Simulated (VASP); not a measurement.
# Cd4SeS3 (P6_3mc) in VASP: single point with PBE

Aim: the single point of Cd4SeS3 with PBE.

All numbers are computed with VASP 6.6.1; they aren't measurements. Logs are shortened: lines on timing, memory, paths and dates and some standing lists are left out, and cuts for length are marked.

## Step 1: The cell of the first run

The structure is hexagonal, space group P6_3mc (No. 186). Conventional cell: a = 8.483 Å, b = 8.483 Å, c = 6.911 Å, α = 90.00°, β = 90.00°, γ = 120.00°. Within 3.4 Å of Cd (site symmetry m) lie 3 S at 2.57 Å and 1 Se at 2.66 Å. Within 3.4 Å of Cd (site symmetry 3m) lie 3 S at 2.58 Å and 1 Se at 2.68 Å. Se (site symmetry 3m) has 4 Cd at 2.66 to 2.68 Å within 3.5 Å. Within 3.4 Å of S (site symmetry m) lie 4 Cd at 2.57 to 2.58 Å.

## Step 2: Single point, PBE

Input file INCAR:

```
  PREC = Accurate
  ENCUT = 520
  EDIFF = 1E-6
  ISMEAR = 0
  SIGMA = 0.02
  LREAL = Auto
  LASPH = T
  NELM = 60
  ALGO = Normal
  ISIF = 2
  LWAVE = F
  LCHARG = F
  GGA = PE
  NBANDS = 86
```

Input file KPOINTS:

```
regular mesh
0
Gamma
  6 6 4
```

Input file POSCAR:

```
Cd4SeS3
1.0
    8.4834454030      0.0000000000      0.0000000000
   -4.2417227015      7.3468792306      0.0000000000
    0.0000000000      0.0000000000      6.9105135536
Cd Se S
8 2 6
Direct
    0.1625035795      0.8374964205      0.3712432801
    0.1625035795      0.3250071590      0.3712432801
    0.6749928410      0.8374964205      0.3712432801
    0.3333333333      0.6666666667      0.8885997945
    0.8374964205      0.1625035795      0.8712432801
    0.3250071590      0.1625035795      0.8712432801
    0.6666666667      0.3333333333      0.3885997945
    0.8374964205      0.6749928410      0.8712432801
    0.3333333333      0.6666666667      0.5006575396
    0.6666666667      0.3333333333      0.0006575396
    0.1657064592      0.8342935408      0.9990042751
    0.1657064592      0.3314129184      0.9990042751
    0.6685870816      0.8342935408      0.9990042751
    0.8342935408      0.1657064592      0.4990042751
    0.3314129184      0.1657064592      0.4990042751
    0.8342935408      0.6685870816      0.4990042751
```

Potentials or basis: VASP PAW PBE potentials, release 64 (Cd, Se, S).

Started as:

```sh
> cat potpaw_PBE.64/Cd/POTCAR potpaw_PBE.64/Se/POTCAR potpaw_PBE.64/S/POTCAR > POTCAR
> mpirun -np 1 vasp_std > vasp.out
```

OUTCAR:

```text
PREC = Accurate
   ENCUT = 520
   EDIFF = 1E-6
   ISMEAR = 0
   LREAL = Auto
   LASPH = T
   NELM = 60
   ISIF = 2
   GGA = PE

 ion  position               nearest neighbor table
   1  0.163  0.837  0.371-  15 2.57  16 2.57  11 2.57   9 2.66
   2  0.163  0.325  0.371-  14 2.57  15 2.57  12 2.57   9 2.66
   3  0.675  0.837  0.371-  14 2.57  16 2.57  13 2.57   9 2.66
   4  0.333  0.667  0.889-  11 2.58  12 2.58  13 2.58   9 2.68
   5  0.837  0.163  0.871-  13 2.57  12 2.57  14 2.57  10 2.66
   6  0.325  0.163  0.871-  11 2.57  12 2.57  15 2.57  10 2.66
[... 8 lines left out ...]
  15  0.331  0.166  0.499-   1 2.57   2 2.57   6 2.57   7 2.58
  16  0.834  0.669  0.499-   3 2.57   1 2.57   8 2.57   7 2.58

  LATTYP: Found a hexagonal cell.
 ALAT       =     8.4834454030
 C/A-ratio  =     0.8145880860

  Lattice vectors:

 A1 = (   8.4834454030,   0.0000000000,   0.0000000000)
 A2 = (  -4.2417227015,   7.3468792306,   0.0000000000)
 A3 = (   0.0000000000,   0.0000000000,   6.9105135536)

Analysis of symmetry for initial positions (statically):
=====================================================================
 Subroutine PRICEL returns:
 Original cell was already a primitive cell.

 Routine SETGRP: Setting up the symmetry group for a
 hexagonal supercell.

 Subroutine GETGRP returns: Found 12 space group operations
 (whereof  6 operations were pure point group operations)
 out of a pool of 24 trial point group operations.

The static configuration has the point symmetry C_3v.
 The point group associated with its full space group is C_6v.

Analysis of symmetry for dynamics (positions and initial velocities):
=====================================================================
 Subroutine PRICEL returns:
 Original cell was already a primitive cell.

 Routine SETGRP: Setting up the symmetry group for a
 hexagonal supercell.

 Subroutine GETGRP returns: Found 12 space group operations
 (whereof  6 operations were pure point group operations)
 out of a pool of 24 trial point group operations.

The dynamic configuration has the point symmetry C_3v.
 The point group associated with its full space group is C_6v.

 Subroutine INISYM returns: Found 12 space group operations
 (whereof  6 operations are pure point group operations),
 and found     1 'primitive' translations

----------------------------------------------------------------------------------------

                                     Primitive cell

[... 120 lines left out ...]
   ISIF   =      2    stress and relaxation
   ISYM   =      2    0-nonsym 1-usesym 2-fastsym
   POTIM  = 0.5000    time-step for ionic-motion
   TEBEG  =    0.0;   TEEND  =   0.0 temperature during run
   PSTRESS=    0.0 pullay stress
   NELECT =     144.0000    total number of electrons
   NUPDOWN=      -1.0000    fix difference up-down
   EMIN   =  10.00;   EMAX   =-10.00  energy-range for DOS
   EFERMI =   0.00;   METHOD = LEGACY
   ISMEAR =     0;   SIGMA  =   0.02  broadening in eV -4-tet -1-fermi 0-gaus
   EFERMI_NEDOS =   21; number of points for ismear=-14 and -15
   IALGO  =     38    algorithm
   IMIX   =      4    mixing-type and parameters
     AMIX     =   0.40;   BMIX     =  1.00
     AMIX_MAG =   1.60;   BMIX_MAG =  1.00
  volume/ion in A,a.u.               =      26.92       181.66
  Fermi-wavevector in a.u.,A,eV,Ry     =   1.136232  2.147168 17.565448  1.291024
  Thomas-Fermi vector in A             =   2.272937
   LORBIT       =      0    0 simple, 1 ext, 2 COOP (PROOUT), +10 PAW based schemes
   GGA     = PE    functional components
   LHFCALC =     F    Hartree Fock is set to
   AEXX    =    0.0000 exact exchange contribution
   IVDW    =     0    specifies the selected vdW correction
   LEPSILON=     F    determine dielectric tensor
   LRPA    =     F    only Hartree local field effects (RPA)
 non-spin polarized calculation
 Gauss-broadening in eV      SIGMA  =   0.02
  energy-cutoff  :      520.00
  volume of cell :      430.71
 maximum number of plane-waves:     11644
 NGX is ok and might be reduce to    64
   NGX = 31   NGY = 31   NGZ = 25

 number of electron     143.9999980 magnetization

 Free energy of the ion-electron system (eV)
  ---------------------------------------------------
  ext. energy  EPLUGINS =         0.00000000
  ---------------------------------------------------
  free energy    TOTEN  =       -47.85115671 eV

  energy without entropy =      -47.85115671  energy(sigma->0) =      -47.85115671

 E-fermi :   0.9578     XC(G=0):  -8.8494

 val. band max:        0.8222656093   @ k =   0.0000   0.0000   0.0000
 cond. band min:       1.7685859580   @ k =   0.0000   0.0000   0.0000
 fundamental gap:      0.9463203487
 Fermi energy:         0.9577719615

 k-point     1 :       0.0000    0.0000    0.0000
  band No.  band energies     occupation
      1     -11.3340      2.00000
      2     -10.9863      2.00000
      3     -10.9610      2.00000
      4     -10.9610      2.00000
      5     -10.9530      2.00000
      6     -10.8608      2.00000
[... 1816 lines left out ...]
     83       6.1467      0.00000
     84       6.1467      0.00000
 [bands above 84 left out]

------------------------ aborting loop because EDIFF is reached ----------------------------------------

  FORCE on cell =-STRESS in cart. coord.  units (eV):
  Direction    XX          YY          ZZ          XY          YZ          ZX
  --------------------------------------------------------------------------------------
  -------------------------------------------------------------------------------------
  Total        0.7797754      0.7797754      0.7659780     -0.0000000      0.0000000      0.0000000
  in kB        2.9006451      2.9006451      2.8493210     -0.0000000      0.0000000      0.0000000
  external PRESSURE =       2.8835371 kB  Pullay stress =       0.0000000 kB

 VOLUME and BASIS-vectors are now :
 -----------------------------------------------------------------------------
  energy-cutoff  :      520.00
  volume of cell :      430.71
      direct lattice vectors                 reciprocal lattice vectors
     8.483445403  0.000000000  0.000000000     0.117876635  0.068056107  0.000000000
    -4.241722701  7.346879231  0.000000000     0.000000000  0.136112214  0.000000000
     0.000000000  0.000000000  6.910513554     0.000000000  0.000000000  0.144707046

 POSITION                                       TOTAL-FORCE (eV/Angst)
 -----------------------------------------------------------------------------------
     -2.17384      6.15299      2.56548         0.002299     -0.001328      0.000656
     -0.00000      2.38779      2.56548         0.000000      0.002655      0.000656
      2.17384      6.15299      2.56548        -0.002299     -0.001328      0.000656
     -0.00000      4.89792      6.14068        -0.000000     -0.000000      0.004147
      6.41556      1.19389      6.02074        -0.002299      0.001328      0.000656
      2.06789      1.19389      6.02074         0.002299      0.001328      0.000656
[... 8 lines left out ...]
      2.10864      1.21743      3.44838         0.001286      0.000742      0.000827
      4.24172      4.91203      3.44838        -0.000000     -0.001485      0.000827
 -----------------------------------------------------------------------------------
    total drift:                               -0.000000     -0.000001     -0.021532

  FREE ENERGIE OF THE ION-ELECTRON SYSTEM (eV)
  ---------------------------------------------------
  free  energy   TOTEN  =       -47.8511567063 eV

  energy  without entropy=      -47.8511567063  energy(sigma->0) =      -47.85115671
```

stdout:

```text
POSCAR found type information on POSCAR CdSeS
 POSCAR found :  3 types and      16 ions
 scaLAPACK will be used
 LDA part: xc-table for (Slater+PW92), standard interpolation
 POSCAR, INCAR and KPOINTS ok, starting setup
 FFT: planning ... GRIDC
 FFT: planning ... GRID_SOFT
 FFT: planning ... GRID
 WAVECAR not read
 entering main loop
```

It took 13 min on 1 thread of Intel Xeon 6975P-C (Granite Rapids), shared host; peak memory 0.78 GiB.

What came out:

* Free energy: -47.8512 eV
* Pressure: 0.3 GPa
* Largest force: 0.009 eV/Å
* Band gap on the k mesh: 0.95 eV

Forces in eV/Å, atoms in the order of the input:
```
Cd   0.002 -0.001  0.001
Cd   0.000  0.003  0.001
Cd  -0.002 -0.001  0.001
Cd   0.000  0.000  0.004
Cd  -0.002  0.001  0.001
Cd   0.002  0.001  0.001
Cd   0.000  0.000  0.004
Cd   0.000 -0.003  0.001
Se   0.000  0.000 -0.009
Se   0.000  0.000 -0.009
S    0.001 -0.001  0.001
S    0.000  0.001  0.001
S   -0.001 -0.001  0.001
S   -0.001  0.001  0.001
S    0.001  0.001  0.001
S    0.000 -0.001  0.001
```

Levels at points of the mesh, in eV from the valence-band top:
```csv
k point,band 69,band 70,band 71,band 72,band 73,band 74,band 75,band 76
"(0.00, 0.00, 0.00)",-0.51,-0.05,0.00,0.00,0.95,2.55,3.46,3.49
"(0.50, 0.00, 0.00)",-0.49,-0.43,-0.37,-0.31,2.71,2.77,3.74,3.81
"(0.00, 0.00, 0.50)",-0.34,-0.34,-0.34,-0.34,2.61,2.61,3.28,3.28
"(0.50, 0.00, 0.50)",-0.96,-0.96,-0.68,-0.68,3.55,3.55,3.62,3.62
```
